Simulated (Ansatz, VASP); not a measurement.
# One calculation of Y, two programs

```xyz
2
Lattice="3.6580 0.0000 0.0000 -1.8290 3.1679 0.0000 0.0000 0.0000 5.6697" Properties=species:S:1:pos:R:3 pbc="T T T"
Y     0.0000    2.1119    1.4174
Y     1.8290    1.0560    4.2522
```

Alike in both runs: functional PBE; k mesh 12 × 12 × 6; occupations gaussian, width 0.1 eV; no spin polarisation.

Ansatz relaxed the structure, and its values are those at the end. VASP's run is a single point on that final structure, the one shown.

|  | VASP | Ansatz |
| --- | --- | --- |
| version | VASP 6.6.1 | Ansatz 0.2.0 |
| potentials or method | VASP PAW PBE potentials, release 64 (Y_sv), cutoff 520 eV | scalar-relativistic, plane waves, PAW |
| valence electrons in the cell | 22 | 22 |

```tsv
	VASP	Ansatz	Ansatz less VASP
gap on the k mesh at the Fermi level (eV)	none	none	-
pressure (GPa)	-0.1	0.0	+0.11
```

A gap of «none» marks a metal or a gap that the smearing closes.
